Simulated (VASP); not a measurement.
# Ni (Fmmm) in VASP: notebook, part 2 of 2

VASP 6.6.1. Earlier steps stand in the parts before.

## (4) Relaxation of cell and atoms, PBEsol, collinear spin, ferromagnetic start

Contents of INCAR:

```
ALGO = Normal
EDIFF = 1E-6
EDIFFG = -0.04
ENCUT = 600
GGA = PS
IBRION = 2
ISIF = 3
ISMEAR = 0
ISPIN = 2
LASPH = True
LCHARG = False
LMAXMIX = 4
LORBIT = 11
LREAL = False
LWAVE = False
MAGMOM = 0.79 0.79
NELM = 150
NSW = 90
PREC = Accurate
SIGMA = 0.1
```

Contents of KPOINTS:

```
k-points
0
Gamma
  8 8 8
```

Contents of POSCAR:

```
Ni
1.0
    0.0000000000      1.7154413624      4.0145786974
    1.6535405696      0.0000000000      4.0145786974
    1.6535405696      1.7154413624      0.0000000000
Ni
2
Direct
    0.1415558540      0.1415558540      0.8584441460
    0.8584441460      0.8584441460      0.1415558540
```

Potentials or basis: VASP PAW PBE potentials, release 64 (Ni).

Run with:

```console
$ cat potpaw_PBE.64/Ni/POTCAR > POTCAR
$ mpirun -np 1 vasp_std > vasp.out
```

OUTCAR:

```text
EDIFF = 1E-6
   EDIFFG = -0.04
   ENCUT = 600
   GGA = PS
   IBRION = 2
   ISIF = 3
   ISMEAR = 0
   ISPIN = 2
   LASPH = True
   LORBIT = 11
   LREAL = False
   NELM = 150
   NSW = 90
   PREC = Accurate

 ion  position               nearest neighbor table
   1  0.142  0.142  0.858-   2 2.27   2 2.40   2 2.40   2 2.44   2 2.44
   2  0.858  0.858  0.142-   1 2.27   1 2.40   1 2.40   1 2.44   1 2.44

  LATTYP: Found a face centered orthorhombic cell.
 ALAT       =     3.3070811392
 B/A-ratio  =     1.0374353033
 C/A-ratio  =     2.4278682793

  Lattice vectors:

 A1 = (   0.0000000000,   1.7154413624,   4.0145786974)
 A2 = (   1.6535405696,   0.0000000000,   4.0145786974)
 A3 = (   1.6535405696,   1.7154413624,   0.0000000000)

Analysis of symmetry for initial positions (statically):
=====================================================================
 Subroutine PRICEL returns:
 Original cell was already a primitive cell.

 Routine SETGRP: Setting up the symmetry group for a
[... 1103 lines left out ...]
     14      18.5226      0.00000
     15      19.3420      0.00000

 [... further k-points ...]

------------------------ aborting loop because EDIFF is reached ----------------------------------------

  FORCE on cell =-STRESS in cart. coord.  units (eV):
  Direction    XX          YY          ZZ          XY          YZ          ZX
  --------------------------------------------------------------------------------------
  -------------------------------------------------------------------------------------
  Total        0.0464821     -0.0723155      0.0148239      0.0000000      0.0000000      0.0000000
  in kB        3.2723813     -5.0910788      1.0436187      0.0000000      0.0000000      0.0000000
  external PRESSURE =      -0.2583596 kB  Pullay stress =       0.0000000 kB

 VOLUME and BASIS-vectors are now :
 -----------------------------------------------------------------------------
  energy-cutoff  :      600.00
  volume of cell :       22.76
      direct lattice vectors                 reciprocal lattice vectors
    -0.000000000  1.712298494  4.014067805    -0.302017517  0.292005163  0.124561922
     1.655533112 -0.000000000  4.014067805     0.302017517 -0.292005163  0.124561922
     1.655533112  1.712298494  0.000000000     0.302017517  0.292005163 -0.124561922

 POSITION                                       TOTAL-FORCE (eV/Angst)
 -----------------------------------------------------------------------------------
      1.65553      1.71230      1.13448         0.000000      0.000000     -0.002402
      1.65553      1.71230      6.89365         0.000000     -0.000000      0.002402
 -----------------------------------------------------------------------------------
    total drift:                                0.000000      0.000000      0.000000

  FREE ENERGIE OF THE ION-ELECTRON SYSTEM (eV)
  ---------------------------------------------------
  free  energy   TOTEN  =       -11.5196715297 eV

  energy  without entropy=      -11.5009389125  energy(sigma->0) =      -11.51030522

 reached required accuracy - stopping structural energy minimisation

 total charge

# of ion       s       p       d       tot
------------------------------------------
    1        0.525   0.489   8.351   9.364
    2        0.525   0.489   8.351   9.364
--------------------------------------------------
tot          1.049   0.978  16.701  18.728

 magnetization (x)

# of ion       s       p       d       tot
------------------------------------------
    1       -0.005  -0.015   0.688   0.668
    2       -0.005  -0.015   0.688   0.668
--------------------------------------------------
tot         -0.010  -0.029   1.375   1.336
```

OSZICAR:

```text
N       E                     dE             d eps       ncg     rms          rms(c)
DAV:   1     0.925668347342E+02    0.92567E+02   -0.10316E+04  5828   0.205E+03
DAV:   2    -0.110878574942E+02   -0.10365E+03   -0.98504E+02  5714   0.288E+02
[... 13 lines left out ...]
       N       E                     dE             d eps       ncg     rms          rms(c)
DAV:   1    -0.115203054460E+02   -0.90202E-03   -0.51789E-02  6057   0.202E+00    0.223E-01
DAV:   2    -0.115198550091E+02    0.45044E-03   -0.22798E-03  6827   0.930E-01    0.117E-01
DAV:   3    -0.115197215512E+02    0.13346E-03   -0.51008E-04  6799   0.433E-01    0.594E-02
DAV:   4    -0.115196739752E+02    0.47576E-04   -0.59969E-05  7578   0.115E-01    0.181E-02
DAV:   5    -0.115196723549E+02    0.16203E-05   -0.55754E-06  5775   0.370E-02    0.713E-03
DAV:   6    -0.115196715297E+02    0.82529E-06   -0.12091E-06  3067   0.178E-02
   2 F= -.11519672E+02 E0= -.11510305E+02  d E =-.268527E-03  mag=     1.3290
```

CONTCAR:

```text
Ni
   1.00000000000000
    -0.0000000000000000    1.7122984939305823    4.0140678048870289
     1.6555331115301029   -0.0000000000000000    4.0140678048870289
     1.6555331115301029    1.7122984939305823    0.0000000000000000
  Ni
     2
Direct
     0.1413135875339998    0.1413135875339998    0.8586864124660003
     0.8586864124660003    0.8586864124660003    0.1413135875339998

  0.00000000E+00  0.00000000E+00  0.00000000E+00
  0.00000000E+00  0.00000000E+00  0.00000000E+00
```

It took 3.6 min on 1 thread of Intel Xeon 8259CL, shared host; peak memory 0.23 GiB.

What came out:

| Quantity | Value |
| --- | --- |
| Free energy | -11.5197 eV |
| Relaxed volume | 11.38 Å³/atom |
| Relaxed cell | a = 4.364 Å, b = 4.342 Å, c = 2.382 Å, α = 74.63°, β = 73.62°, γ = 31.75° |
| Space group after relaxing (to 0.05 Å) | Fmmm (No. 69) |
| Energy gained by relaxing | 0.1 meV/atom |
| Ionic steps | 2 |
| Pressure after relaxing | 0.0 GPa |
| Net moment | 1.33 μB per cell |
| Site moments | Ni +0.67 μB |
| Valence electrons inside the program's atomic spheres | Ni 9.36 |

Forces in eV/Å, atoms in the order of the input:
```
Ni   0.000  0.000 -0.002
Ni   0.000  0.000  0.002
```

The path:
| step | energy change (eV) | largest force (eV/Å) | pressure (GPa) | volume (Å³) |
| --- | --- | --- | --- | --- |
| 1 | 0.0000 | 0.0403 | -0.07 | 22.78 |
| 2 | -0.0003 | 0.0024 | -0.03 | 22.76 |

Final structure:
```xyz
2
Lattice="0.0000 1.7123 4.0141 1.6555 0.0000 4.0141 1.6555 1.7123 0.0000" Properties=species:S:1:pos:R:3 pbc="T T T"
Ni    1.6555    1.7123    1.1345
Ni    1.6555    1.7123    6.8937
```

Caveat: the PAW data sets were made with another functional, which shifts forces and pressure a little.

## (5) Overview

```csv
task,cell,k mesh,cutoff (eV),gap on the mesh (eV),pressure (GPa),moment (μB)
single point,"a = 4.352, b = 4.352, c = 2.384 Å, angles 74.1, 74.1, 31.8°, 2 atoms",8 × 8 × 8,520,none,-0.2,1.32
single point,"a = 4.366, b = 4.366, c = 3.307 Å, angles 90.0, 90.0, 133.7°, 4 atoms",6 × 6 × 4,520,none,-0.1,2.64
relaxation of cell and atoms,"relaxed from a = 4.366, b = 4.342, c = 2.383 Å, angles 74.7, 73.6, 31.8°, 2 atoms",8 × 8 × 8,600,none,0.0,1.33
```

Alike in all rows: level PBEsol; potentials or basis VASP PAW PBE potentials, release 64 (Ni); spin collinear, ferromagnetic start; smearing gaussian 0.1 eV.

Caveats: some runs use coarse meshes; the PAW data sets were made with another functional, which shifts forces and pressure a little.

Total energies depend on the potentials used, so only differences within one code and one set of settings carry meaning.
